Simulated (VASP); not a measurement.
# WC (I4/mmm) in VASP: further runs, part 2 of 2

VASP 6.6.1. Earlier steps stand in the parts before.

## 3. Single point, PBEsol (strain -0.025 along x and y, -0.050 along z)

INCAR reads:

```
SYSTEM = WC
PREC = Accurate
ENCUT = 520
EDIFF = 1E-6
ISMEAR = 0
SIGMA = 0.15
LREAL = .FALSE.
LASPH = .TRUE.
NELM = 100
ALGO = Normal
ISIF = 2
LWAVE = .FALSE.
LCHARG = .TRUE.
GGA = PS
LELF = .TRUE.
LVHAR = .TRUE.
NBANDS = 16
```

KPOINTS reads:

```
Automatic mesh
0
G
  24 24 24
  0 0 0
```

POSCAR reads:

```
WC
1.0
    0.0000000000      2.1183682398      2.0640511055
    2.1183682398      0.0000000000      2.0640511055
    2.1183682398      2.1183682398      0.0000000000
W C
1 1
Direct
    0.0000000000      0.0000000000      0.0000000000
    0.5000000000      0.5000000000      0.5000000000
```

Potentials or basis: VASP PAW PBE potentials, release 64 (W_sv, C).

Run with:

```
> cat potpaw_PBE.64/W_sv/POTCAR potpaw_PBE.64/C/POTCAR > POTCAR
> mpirun -np 1 vasp_std > vasp.out
```

OUTCAR:

```text
SYSTEM = WC
   PREC = Accurate
   ENCUT = 520
   EDIFF = 1E-6
   ISMEAR = 0
   LREAL = .FALSE.
   LASPH = .TRUE.
   NELM = 100
   ISIF = 2
   GGA = PS

 ion  position               nearest neighbor table
   1  0.000  0.000  0.000-   2 2.06   2 2.06   2 2.12   2 2.12   2 2.12   2 2.12
   2  0.500  0.500  0.500-   1 2.06   1 2.06   1 2.12   1 2.12   1 2.12   1 2.12

  LATTYP: Found a body centered tetragonal cell.
 ALAT       =     2.9958250948
 C/A-ratio  =     1.3779516762

  Lattice vectors:

 A1 = (   0.0000000000,  -2.1183682398,  -2.0640511055)
[... 644 lines left out ...]

  FORCE on cell =-STRESS in cart. coord.  units (eV):
  Direction    XX          YY          ZZ          XY          YZ          ZX
  --------------------------------------------------------------------------------------
  -------------------------------------------------------------------------------------
  Total        4.9691243      4.9691243      8.0713174      0.0000000      0.0000000      0.0000000
  in kB      429.7709830    429.7709830    698.0743028      0.0000000      0.0000000      0.0000000
  external PRESSURE =     519.2054229 kB  Pullay stress =       0.0000000 kB

 VOLUME and BASIS-vectors are now :
 -----------------------------------------------------------------------------
  energy-cutoff  :      520.00
  volume of cell :       18.52
      direct lattice vectors                 reciprocal lattice vectors
     0.000000000  2.118368240  2.064051105    -0.236030729  0.236030729  0.242242064
     2.118368240  0.000000000  2.064051105     0.236030729 -0.236030729  0.242242064
     2.118368240  2.118368240  0.000000000     0.236030729  0.236030729 -0.242242064

 POSITION                                       TOTAL-FORCE (eV/Angst)
 -----------------------------------------------------------------------------------
      0.00000      0.00000      0.00000         0.000000      0.000000     -0.000000
      2.11837      2.11837      2.06405        -0.000000      0.000000      0.000000
 -----------------------------------------------------------------------------------
    total drift:                                0.000000     -0.000000     -0.000000

  FREE ENERGIE OF THE ION-ELECTRON SYSTEM (eV)
  ---------------------------------------------------
  free  energy   TOTEN  =       -22.6761717941 eV

  energy  without entropy=      -22.6672851542  energy(sigma->0) =      -22.67172847
```

stdout:

```text
POSCAR found type information on POSCAR W C
 POSCAR found :  2 types and       2 ions
 scaLAPACK will be used
 -----------------------------------------------------------------------------
|                                                                             |
|                                                                             |
|     You enforced a specific xc type in the INCAR file but a different       |
|     I HOPE YOU KNOW WHAT YOU ARE DOING!                                     |
|                                                                             |
 -----------------------------------------------------------------------------

 LDA part: xc-table for (Slater+PW92), standard interpolation
 POSCAR, INCAR and KPOINTS ok, starting setup
 FFT: planning ... GRIDC
 FFT: planning ... GRID_SOFT
 FFT: planning ... GRID
 WAVECAR not read
 entering main loop
```

Wall time 2.9 min (1 thread of Intel Xeon 6975P-C, shared host); peak memory 0.42 GiB.

Results:

```
Free energy            : -22.6762 eV
Pressure               : 51.9 GPa
Band gap on the k mesh : zero (band 9 reaches 15.54 eV, above the bottom of band 10 at 11.88 eV)
```

Stress tensor (GPa, compression positive):
```
42.98  0.00  0.00
 0.00 42.98  0.00
 0.00  0.00 69.81
```

Caveat: the cell differs from its parent crystal (strain -0.025 along x and y, -0.050 along z); the PAW data sets were made with another functional, which shifts forces and pressure a little; spin-orbit coupling is left out, which moves the levels of the heavy elements.

## 4. Single point, PBEsol (strain -0.050 along x and y, +0.025 along z)

INCAR reads:

```
  PREC = Accurate
  ENCUT = 520
  EDIFF = 1E-6
  ISMEAR = 0
  SIGMA = 0.15
  LREAL = F
  LASPH = T
  NELM = 80
  ALGO = Normal
  ISIF = 2
  LWAVE = F
  LCHARG = F
  GGA = PS
  NBANDS = 16
```

KPOINTS reads:

```
regular mesh
0
Gamma
  24 24 24
```

POSCAR reads:

```
WC
1.0
    0.0000000000      2.0640511055      2.2270025086
    2.0640511055      0.0000000000      2.2270025086
    2.0640511055      2.0640511055      0.0000000000
W C
1 1
Direct
    0.0000000000      0.0000000000      0.0000000000
    0.5000000000      0.5000000000      0.5000000000
```

Run with:

```
> cat potpaw_PBE.64/W_sv/POTCAR potpaw_PBE.64/C/POTCAR > POTCAR
> mpirun -np 1 vasp_std > vasp.out
```

It took 2.2 min on 1 thread of Intel Xeon 6975P-C, shared host; peak memory 0.42 GiB.

Results (log left out):

* Free energy: -22.6376 eV
* Pressure: 43.2 GPa
* Band gap on the k mesh: zero (band 9 reaches 15.04 eV, above the bottom of band 10 at 11.67 eV)

Stress tensor (GPa, compression positive):
```
63.33  0.00  0.00
 0.00 63.33  0.00
 0.00  0.00  2.81
```

Levels at points of the mesh, in eV from the Fermi level:
```tsv
k point	band 6	band 7	band 8	band 9	band 10	band 11	band 12	band 13
(0.00, 0.00, 0.00)	-3.84	-2.75	-2.75	-1.80	-1.51	-1.05	-1.05	-0.53
(0.50, 0.00, 0.00)	-10.73	-7.50	-7.31	1.07	1.67	2.96	5.01	8.75
(0.50, 0.50, 0.00)	-6.60	-6.39	-2.23	-2.23	1.04	2.73	2.73	5.75
(0.50, 0.00, 0.50)	-6.60	-5.40	-2.93	-2.59	0.98	2.18	3.31	7.05
```

Caveat: the cell differs from its parent crystal (strain -0.050 along x and y, +0.025 along z); the PAW data sets were made with another functional, which shifts forces and pressure a little; spin-orbit coupling is left out, which moves the levels of the heavy elements.

## 5. Summary

```csv
cell,gap on the mesh (eV),pressure (GPa)
"a = 2.997, b = 2.997, c = 2.919 Å, angles 60.9, 60.9, 58.3°, 2 atoms",none,54.4
"a = 2.958, b = 2.958, c = 2.996 Å, angles 59.6, 59.6, 60.9°, 2 atoms",none,51.9
"a = 3.036, b = 3.036, c = 2.919 Å, angles 61.3, 61.3, 57.5°, 2 atoms",none,43.2
```

Alike in all rows: task single point; level PBEsol; potentials or basis VASP PAW PBE potentials, release 64 (W_sv, C); no spin polarisation; k mesh 24 × 24 × 24; cutoff (eV) 520; smearing gaussian 0.15 eV.

Caveats: the PAW data sets were made with another functional, which shifts forces and pressure a little; spin-orbit coupling is left out, which moves the levels of the heavy elements.

Total energies depend on the potentials used, so only differences within one code and one set of settings carry meaning.
